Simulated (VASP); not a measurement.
A run of VASP 6.6.1 is set up as follows.

POSCAR

```
WC
1.0
    0.0000000000      2.1926840000      2.1926840000
    2.1926840000      0.0000000000      2.1926840000
    2.1926840000      2.1926840000      0.0000000000
W C
1 1
Direct
    0.0000000000      0.0000000000      0.0000000000
    0.5000000000      0.5000000000      0.5000000000
```

Contents of INCAR.step1:

```
PREC = Accurate ; ENCUT = 910
ISMEAR = -1 ; SIGMA = 0.05
LREAL = False ; LASPH = True
NELM = 120 ; NBANDS = 16
GGA = PE ; ALGO = Normal
EDIFF = 1E-5 ; LWAVE = True
LCHARG = False ; GGA_COMPAT = False
```

The input INCAR.step2:

```
PREC = Accurate ; ENCUT = 910
EDIFF = 1E-6 ; ISMEAR = -1
SIGMA = 0.05 ; LREAL = False
LASPH = True ; NELM = 120
ALGO = Normal ; ISIF = 2
LWAVE = False ; LCHARG = False
METAGGA = R2SCAN ; LMIXTAU = True
NBANDS = 16 ; ISTART = 1
GGA_COMPAT = False
```

KPOINTS

```
Automatic mesh
0
Gamma
  10 10 10
```

Potentials or basis: VASP PAW PBE potentials, release 64 (W_sv, C_h).

The run is started by

```bash
$ cat potpaw_PBE.64/W_sv/POTCAR potpaw_PBE.64/C_h/POTCAR > POTCAR
$ cp INCAR.step1 INCAR
$ mpirun -np 1 vasp_std > vasp.out
$ cp INCAR.step2 INCAR
$ mpirun -np 1 vasp_std > vasp.out
```

Q: Predict the pressure.

A: -3.9 GPa.

Q: Estimate the band gap on the k mesh.

A: Zero (band 9 reaches 13.83 eV, above the bottom of band 10 at 10.51 eV).

Caveat: the cutoff is under 1.25 times the usual one of these potentials, so pressure, stress and relaxed cells hold a basis-set (Pulay) error; the PAW data sets were made with another functional, which shifts forces and pressure a little; spin-orbit coupling is left out, which moves the levels of the heavy elements.
